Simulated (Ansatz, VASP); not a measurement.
# CaS in VASP and in Ansatz

File INCAR:

```
SYSTEM = CaS
  PREC = Accurate
  ENCUT = 500
  EDIFF = 1E-6
  ISMEAR = -1
  SIGMA = 0.01
  LREAL = .FALSE.
  LASPH = .TRUE.
  NELM = 120
  ALGO = Normal
  ISIF = 2
  LWAVE = .FALSE.
  LCHARG = .FALSE.
  GGA = PE
  NBANDS = 15
  GGA_COMPAT = .FALSE.
```

KPOINTS

```
regular mesh
0
G
  7 7 7
  0 0 0
```

File POSCAR:

```
CaS
1.0
    0.0000000000      2.8896148424      2.8896148424
    2.8896148424      0.0000000000      2.8896148424
    2.8896148424      2.8896148424      0.0000000000
Ca S
1 1
Direct
    0.0000000000      0.0000000000      0.0000000000
    0.5000000000      0.5000000000      0.5000000000
```

Input for Ansatz:

```yaml
crystal:
  lattice:
    - [0.0, 2.8896148424, 2.8896148424]
    - [2.8896148424, 0.0, 2.8896148424]
    - [2.8896148424, 2.8896148424, 0.0]
  atoms:
    - { symbol: Ca, position: [0.0, 0.0, 0.0] }
    - { symbol: S, position: [0.5, 0.5, 0.5] }
kpoints:
  mp_grid: { grid: [7, 7, 7] }
scf:
  occupations: { method: fermi_dirac, width: 0.01 }
hamiltonian:
  xc: pbe
  pseudopotentials: { kind: all_electron, lapw: { basis_error: 0.00025 } }
output:
  forces: true
  stress: true
  eigenvalues: true
```

Change from the starting cell: volume scaled by 1.05.

Alike in both runs: task single point; functional PBE; k mesh 7 × 7 × 7; occupations fermi-dirac, width 0.01 eV; no spin polarisation.

|  | VASP | Ansatz |
| --- | --- | --- |
| version | VASP 6.6.1 | Ansatz 0.2.0 |
| potentials or method | VASP PAW PBE potentials, release 64 (Ca_sv, S), cutoff 500 eV | all-electron LAPW, scalar-relativistic |

|  | VASP | Ansatz | Ansatz less VASP |
| --- | --- | --- | --- |
| gap on the k mesh at the Fermi level (eV) | 2.51 | 2.52 | +0.004 |
| pressure (GPa) | -1.7 | -1.9 | -0.13 |

Ansatz ran all-electron here, and VASP with PAW potentials.
